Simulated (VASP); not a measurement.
# K (I4/mmm) in VASP: single point with PBEsol

Aim: the single point of K with PBEsol.

Program: VASP 6.6.1. These are calculated values, not measurements. Logs are shortened: lines on timing, memory, paths and dates and some standing lists are left out, and cuts for length are marked.

### Step 1. The cell of the first run

Symmetry: I4/mmm, No. 139, tetragonal system. The conventional cell has a = 5.236 Å, b = 5.236 Å, c = 5.472 Å, α = 90.00°, β = 90.00°, γ = 90.00°.

### Step 2. Single point, PBEsol (strain along c alone, the other axes held: +4.5 %)

The input, INCAR:

```
  PREC = Accurate
  ENCUT = 520
  EDIFF = 1E-7
  ISMEAR = 0
  SIGMA = 0.1
  LREAL = F
  LASPH = T
  NELM = 60
  ALGO = Fast
  ISIF = 2
  LWAVE = F
  LCHARG = T
  GGA = PS
  LELF = T
  LVHAR = T
  NBANDS = 16
```

The input, KPOINTS:

```
regular mesh
0
Gamma
  10 10 10
```

The input, POSCAR:

```
K
1.0
    5.2360000000      0.0000000000      0.0000000000
    0.0000000000      5.2360000000      0.0000000000
    0.0000000000      0.0000000000      5.4716200000
K
2
Direct
    0.0000000000      0.0000000000      0.0000000000
    0.5000000000      0.5000000000      0.5000000000
```

Potentials or basis: VASP PAW PBE potentials, release 64 (K_sv).

Launch:

```sh
$ cat potpaw_PBE.64/K_sv/POTCAR > POTCAR
$ mpirun -np 1 vasp_std > vasp.out
```

OUTCAR:

```text
PREC = Accurate
   ENCUT = 520
   EDIFF = 1E-7
   ISMEAR = 0
   LREAL = F
   LASPH = T
   NELM = 60
   ISIF = 2
   GGA = PS

 ion  position               nearest neighbor table
   1  0.000  0.000  0.000-
   2  0.500  0.500  0.500-

  LATTYP: Found a simple tetragonal cell.
 ALAT       =     5.2360000000
 C/A-ratio  =     1.0450000000

  Lattice vectors:

 A1 = (   5.2360000000,   0.0000000000,   0.0000000000)
 A2 = (   0.0000000000,   5.2360000000,   0.0000000000)
 A3 = (   0.0000000000,   0.0000000000,   5.4716200000)

Analysis of symmetry for initial positions (statically):
=====================================================================
 Subroutine PRICEL returns following result:

  LATTYP: Found a body centered tetragonal cell.
 ALAT       =     5.2360000000
 C/A-ratio  =     1.0450000000

  Lattice vectors:

 A1 = (  -2.6180000000,  -2.6180000000,  -2.7358100000)
 A2 = (   2.6180000000,   2.6180000000,  -2.7358100000)
 A3 = (   2.6180000000,  -2.6180000000,   2.7358100000)

   2 primitive cells build up your supercell.

 Routine SETGRP: Setting up the symmetry group for a
 simple tetragonal supercell.

 Subroutine GETGRP returns: Found 16 space group operations
 (whereof 16 operations were pure point group operations)
 out of a pool of 16 trial point group operations.

The static configuration has the point symmetry D_4h.

Analysis of symmetry for dynamics (positions and initial velocities):
=====================================================================
 Subroutine PRICEL returns following result:

  LATTYP: Found a body centered tetragonal cell.
 ALAT       =     5.2360000000
 C/A-ratio  =     1.0450000000

  Lattice vectors:

 A1 = (  -2.6180000000,  -2.6180000000,  -2.7358100000)
 A2 = (   2.6180000000,   2.6180000000,  -2.7358100000)
 A3 = (   2.6180000000,  -2.6180000000,   2.7358100000)

   2 primitive cells build up your supercell.

 Routine SETGRP: Setting up the symmetry group for a
 simple tetragonal supercell.

 Subroutine GETGRP returns: Found 16 space group operations
 (whereof 16 operations were pure point group operations)
 out of a pool of 16 trial point group operations.

The dynamic configuration has the point symmetry D_4h.

 Subroutine INISYM returns: Found 16 space group operations
 (whereof 16 operations are pure point group operations),
 and found     2 'primitive' translations

----------------------------------------------------------------------------------------

                                     Primitive cell

  volume of cell :      75.0041

  direct lattice vectors                    reciprocal lattice vectors
    -2.618000000 -2.618000000 -2.735810000    -0.000000000 -0.190985485 -0.182761230
     2.618000000  2.618000000 -2.735810000     0.190985485  0.000000000 -0.182761230
     2.618000000 -2.618000000  2.735810000     0.190985485 -0.190985485  0.000000000

  length of vectors
     4.603531726  4.603531726  4.603531726     0.264342813  0.264342813  0.270094263

  position of ions in fractional coordinates (direct lattice)
     0.000000000  0.000000000  0.000000000

  ion indices of the primitive-cell ions
   primitive index   ion index
                 1           1

----------------------------------------------------------------------------------------

 KPOINTS: regular mesh

Automatic generation of k-mesh.
 Grid dimensions read from file:
 generate k-points for:   10   10   10

 Generating k-lattice:

  Cartesian coordinates                     Fractional coordinates (reciprocal lattice)
     0.019098549  0.000000000  0.000000000     0.100000000  0.000000000  0.000000000
     0.000000000  0.019098549  0.000000000     0.000000000  0.100000000  0.000000000
     0.000000000  0.000000000  0.018276123     0.000000000  0.000000000  0.100000000

  Length of vectors
     0.019098549  0.019098549  0.018276123

  Shift w.r.t. Gamma in fractional coordinates (k-lattice)
     0.000000000  0.000000000  0.000000000

 Subroutine IBZKPT returns following result:
 ===========================================

 Found    126 irreducible k-points:

 Following reciprocal coordinates:
            Coordinates               Weight
  0.000000  0.000000  0.000000      1.000000
  0.100000  0.000000  0.000000      4.000000
  0.200000  0.000000  0.000000      4.000000
  0.300000  0.000000  0.000000      4.000000
  0.400000  0.000000  0.000000      4.000000
  0.500000  0.000000  0.000000      2.000000
[... 16 lines left out ...]
  0.100000  0.000000  0.100000      8.000000
  0.200000  0.000000  0.100000      8.000000
 [... further k-points ...]
   k-points           NKPTS =    126   k-points in BZ     NKDIM =    126   number of bands    NBANDS=     16
   number of dos      NEDOS =    301   number of ions     NIONS =      2
   total plane-waves  NPLWV =  67200
   dimension x,y,z NGX =    40 NGY =   40 NGZ =   42
   dimension x,y,z NGXF=    80 NGYF=   80 NGZF=   84
   ions per type =               2
   NGX,Y,Z   is equivalent  to a cutoff of  12.70, 12.70, 12.76 a.u.
   NGXF,Y,Z  is equivalent  to a cutoff of  25.40, 25.40, 25.52 a.u.
 SYSTEM =  unknown system
   PREC   = accura    normal or accurate (medium, high low for compatibility)
   ISTART =      0    job   : 0-new  1-cont  2-samecut
   ICHARG =      2    charge: 1-file 2-atom 10-const
   ISPIN  =      1    spin polarized calculation?
   LNONCOLLINEAR =      F non collinear calculations
   LSORBIT =      F    spin-orbit coupling
   LASPH  =      T    aspherical Exc in radial PAW
   ENCUT  =  520.0 eV  38.22 Ry    6.18 a.u.   9.74  9.74 10.17*2*pi/ulx,y,z
   NELM   =     60;   NELMIN=  2; NELMDL= -5     # of ELM steps
   EDIFF  = 0.1E-06   stopping-criterion for ELM
   LREAL  =      F    real-space projection
   EDIFFG = 0.1E-05   stopping-criterion for IOM
   NSW    =      0    number of steps for IOM
   IBRION =     -1    ionic relax: 0-MD 1-quasi-New 2-CG
   NFREE  =      0    steps in history (QN), initial steepest desc. (CG)
   ISIF   =      2    stress and relaxation
   ISYM   =      2    0-nonsym 1-usesym 2-fastsym
   POTIM  = 0.5000    time-step for ionic-motion
   TEBEG  =    0.0;   TEEND  =   0.0 temperature during run
   PSTRESS=    0.0 pullay stress
   NELECT =      18.0000    total number of electrons
   NUPDOWN=      -1.0000    fix difference up-down
   EMIN   =  10.00;   EMAX   =-10.00  energy-range for DOS
   EFERMI =   0.00;   METHOD = LEGACY
   ISMEAR =     0;   SIGMA  =   0.10  broadening in eV -4-tet -1-fermi 0-gaus
   EFERMI_NEDOS =   21; number of points for ismear=-14 and -15
   IALGO  =     68    algorithm
   IMIX   =      4    mixing-type and parameters
     AMIX     =   0.40;   BMIX     =  1.00
     AMIX_MAG =   1.60;   BMIX_MAG =  1.00
  volume/ion in A,a.u.               =      75.00       506.15
  Fermi-wavevector in a.u.,A,eV,Ry     =   0.807472  1.525900  8.871140  0.652010
  Thomas-Fermi vector in A             =   1.916097
   LORBIT       =      0    0 simple, 1 ext, 2 COOP (PROOUT), +10 PAW based schemes
   GGA     = PS    functional components
   LHFCALC =     F    Hartree Fock is set to
   AEXX    =    0.0000 exact exchange contribution
   IVDW    =     0    specifies the selected vdW correction
   LEPSILON=     F    determine dielectric tensor
   LRPA    =     F    only Hartree local field effects (RPA)
 non-spin polarized calculation
 RMM-DIIS sequential band-by-band and
 Gauss-broadening in eV      SIGMA  =   0.10
  energy-cutoff  :      520.00
  volume of cell :      150.01
 maximum number of plane-waves:      4076
 NGX is ok and might be reduce to    40
   NGX = 19   NGY = 19   NGZ = 21

 number of electron      17.9999996 magnetization

 Free energy of the ion-electron system (eV)
  ---------------------------------------------------
  ext. energy  EPLUGINS =         0.00000000
  ---------------------------------------------------
  free energy    TOTEN  =        -2.26516307 eV

  energy without entropy =       -2.25766105  energy(sigma->0) =       -2.26141206

 E-fermi :  -0.1938     XC(G=0):  -5.6479

 val. band max:       -0.2014015915   @ k =   0.5000   0.2000   0.3000
 cond. band min:      -0.1798291065   @ k =   0.5000   0.3000   0.2000
 fundamental gap:      0.0215724850
 Fermi energy:        -0.1937987316

 k-point     1 :       0.0000    0.0000    0.0000
  band No.  band energies     occupation
      1     -32.2150      2.00000
      2     -32.2082      2.00000
      3     -15.7757      2.00000
      4     -15.7704      2.00000
      5     -15.7704      2.00000
      6     -15.7262      2.00000
[... 8 lines left out ...]
     15       4.0040      0.00000
     16       4.0060      0.00000

 k-point     2 :       0.1000    0.0000    0.0000
  band No.  band energies     occupation
      1     -32.2148      2.00000
      2     -32.2084      2.00000
      3     -15.7744      2.00000
      4     -15.7704      2.00000
      5     -15.7692      2.00000
      6     -15.7283      2.00000
[... 8 lines left out ...]
     15       3.9202      0.00000
     16       4.0429      0.00000

 k-point     3 :       0.2000    0.0000    0.0000
  band No.  band energies     occupation
      1     -32.2143      2.00000
      2     -32.2088      2.00000
      3     -15.7707      2.00000
      4     -15.7701      2.00000
      5     -15.7659      2.00000
      6     -15.7344      2.00000
[... 8 lines left out ...]
     15       3.7126      0.00000
     16       3.9496      0.00000

 k-point     4 :       0.3000    0.0000    0.0000
  band No.  band energies     occupation
      1     -32.2134      2.00000
      2     -32.2095      2.00000
      3     -15.7688      2.00000
      4     -15.7649      2.00000
      5     -15.7607      2.00000
      6     -15.7429      2.00000
[... 8 lines left out ...]
     15       3.7019      0.00000
     16       3.7288      0.00000
[... 324 lines left out ...]
 k-point    22 :       0.0000    0.0000    0.1000
  band No.  band energies     occupation
      1     -32.2148      2.00000
      2     -32.2084      2.00000
      3     -15.7752      2.00000
      4     -15.7693      2.00000
      5     -15.7693      2.00000
      6     -15.7277      2.00000
[... 8 lines left out ...]
     15       3.9479      0.00000
     16       3.9480      0.00000

 k-point    23 :       0.1000    0.0000    0.1000
  band No.  band energies     occupation
      1     -32.2146      2.00000
      2     -32.2085      2.00000
      3     -15.7755      2.00000
      4     -15.7682      2.00000
      5     -15.7678      2.00000
      6     -15.7322      2.00000
[... 8 lines left out ...]
     15       3.8085      0.00000
     16       3.9337      0.00000

 k-point    24 :       0.2000    0.0000    0.1000
  band No.  band energies     occupation
      1     -32.2141      2.00000
      2     -32.2089      2.00000
      3     -15.7756      2.00000
      4     -15.7649      2.00000
      5     -15.7639      2.00000
      6     -15.7397      2.00000
[... 8 lines left out ...]
     15       3.6740      0.00000
     16       3.8199      0.00000

 [... further k-points ...]

------------------------ aborting loop because EDIFF is reached ----------------------------------------

  FORCE on cell =-STRESS in cart. coord.  units (eV):
  Direction    XX          YY          ZZ          XY          YZ          ZX
  --------------------------------------------------------------------------------------
  -------------------------------------------------------------------------------------
  Total       -0.1866774     -0.1866774     -0.1807683      0.0000000     -0.0000000      0.0000000
  in kB       -1.9938257     -1.9938257     -1.9307128      0.0000000     -0.0000000      0.0000000
  external PRESSURE =      -1.9727881 kB  Pullay stress =       0.0000000 kB

 VOLUME and BASIS-vectors are now :
 -----------------------------------------------------------------------------
  energy-cutoff  :      520.00
  volume of cell :      150.01
      direct lattice vectors                 reciprocal lattice vectors
     5.236000000  0.000000000  0.000000000     0.190985485  0.000000000  0.000000000
     0.000000000  5.236000000  0.000000000     0.000000000  0.190985485  0.000000000
     0.000000000  0.000000000  5.471620000     0.000000000  0.000000000  0.182761230

 POSITION                                       TOTAL-FORCE (eV/Angst)
 -----------------------------------------------------------------------------------
      0.00000      0.00000      0.00000        -0.000000     -0.000000     -0.000000
      2.61800      2.61800      2.73581         0.000000      0.000000      0.000000
 -----------------------------------------------------------------------------------
    total drift:                               -0.000000      0.000000     -0.000000

  FREE ENERGIE OF THE ION-ELECTRON SYSTEM (eV)
  ---------------------------------------------------
  free  energy   TOTEN  =        -2.2651630688 eV

  energy  without entropy=       -2.2576610469  energy(sigma->0) =       -2.26141206
```

It took 6.7 min on 1 thread of Intel Xeon 8259CL, shared host; peak memory 0.4 GiB.

Results:

| Item | Value |
| --- | --- |
| Free energy | -2.2652 eV |
| Pressure | -0.2 GPa |
| Band gap on the k mesh | zero (bands 9 and 10 overlap by 2.21 eV) |

Caveat: the cell differs from its parent crystal (strain along c alone, the other axes held: +4.5 %); the PAW data sets were made with another functional, which shifts forces and pressure a little.
